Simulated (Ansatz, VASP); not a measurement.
Sr in VASP and in Ansatz

```
CELL_PARAMETERS angstrom
-4.08322 4.08322 3.51206
4.08322 -4.08322 3.51206
4.08322 4.08322 -3.51206
ATOMIC_POSITIONS crystal
Sr 0.16455 0.66455 0.82910
Sr 0.83545 0.33545 0.17090
Sr 0.66455 0.83545 0.50000
Sr 0.33545 0.16455 0.50000
```

Alike in both runs: task single point; functional PBEsol; k mesh 4 × 4 × 4; no spin polarisation.

|  | VASP | Ansatz |
| --- | --- | --- |
| version | VASP 6.6.1 | Ansatz 0.2.0 |
| potentials or method | VASP PAW PBE potentials, release 64 (Sr_sv), cutoff 520 eV | plane waves, PAW |
| occupations | methfessel-paxton of order 1, width 0.02 eV | cold, width 0.02 eV |
| valence electrons in the cell | 40 | 40 |

```tsv
	VASP	Ansatz	Ansatz less VASP
pressure (GPa)	-0.4	-0.4	-0.01
```

VASP's potentials were made for PBE, not for PBEsol.
